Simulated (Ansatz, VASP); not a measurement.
## One calculation of MgS, two programs

```xyz
2
Lattice="0.0000 2.6016 2.6016 2.6016 0.0000 2.6016 2.6016 2.6016 0.0000" Properties=species:S:1:pos:R:3 pbc="T T T"
S     2.6016    2.6016    2.6016
Mg    0.0000    0.0000    0.0000
```

Alike in both runs: functional revPBE; k mesh 9 × 9 × 9; occupations fermi-dirac, width 0.05 eV; no spin polarisation.

|  | VASP | Ansatz |
| --- | --- | --- |
| version | VASP 6.6.1 | Ansatz 0.2.0 |
| potentials or method | VASP PAW PBE potentials, release 64 (S, Mg), cutoff 520 eV | all-electron LAPW, scalar-relativistic |
| task | single point | band structure |

|  | VASP | Ansatz | Ansatz less VASP |
| --- | --- | --- | --- |
| gap on the k mesh at the Fermi level (eV) | 3.02 | 3.04 | +0.023 |
| least direct gap on the mesh (eV) | 3.84 | 3.85 | +0.013 |
| pressure (GPa) | 2.5 | 2.9 | +0.34 |

VASP's potentials were made for PBE, not for revPBE. Ansatz ran all-electron here, and VASP with PAW potentials.
